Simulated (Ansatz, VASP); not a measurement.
# C, level by level in two programs

```
C
1.0
     2.47061    0.00000    0.00000
    -1.23531    2.13961    0.00000
     0.00000    0.00000    8.06895
C
8
Cartesian
  1.2353 0.7132 6.8082
  0.0000 1.4264 2.7737
  1.2353 0.7132 5.2952
  0.0000 1.4264 1.2608
  0.0000 0.0000 7.3125
  0.0000 0.0000 3.2780
  0.0000 0.0000 4.7909
  0.0000 0.0000 0.7565
```

Single points on this cell with VASP 6.6.1 and Ansatz 0.2.0. Each row is one pair of runs. Alike in all rows: spin: off; k mesh: 12 × 12 × 4; smearing: fermi-dirac, width 0.05 eV; VASP's potentials, cutoff: VASP PAW PBE potentials, release 64 (C), 520 eV.

| level | Ansatz's potentials, cutoff | gap on the k mesh at the Fermi level (eV), VASP | gap on the k mesh at the Fermi level (eV), Ansatz | least direct gap on the mesh (eV), VASP | least direct gap on the mesh (eV), Ansatz | rms of the force components (eV/Å), VASP | rms of the force components (eV/Å), Ansatz |
| --- | --- | --- | --- | --- | --- | --- | --- |
| revPBE+D3(BJ) | Ansatz PAW, 420 eV | 4.55 | 4.56 | 5.31 | 5.33 | 0.208 | 0.207 |
| RPBE+D3(BJ) | Ansatz PAW, 420 eV | 4.55 | 4.56 | 5.31 | 5.33 | 0.212 | 0.211 |
| PBE | Ansatz PAW earlier set, 800 eV | 4.56 | 4.57 | 5.31 | 5.33 | 0.209 | 0.209 |
| RPBE | Ansatz PAW, 420 eV | 4.55 | ? | 5.31 | ? | 0.208 | ? |
| PBE exchange alone | Ansatz PAW, 420 eV | 4.94 | 4.94 | 5.47 | 5.47 | 0.211 | 0.211 |
| r2SCAN+D4 | Ansatz PAW, 500 eV | 4.78 | 4.80 | 5.54 | 5.59 | 0.223 | 0.222 |

Problem. Fill in what Ansatz gave in row 4.

Solution. gap on the k mesh at the Fermi level (eV): 4.56; least direct gap on the mesh (eV): 5.33; rms of the force components (eV/Å): 0.208.

Noted on Ansatz's runs: Pulay correction over one GPa.
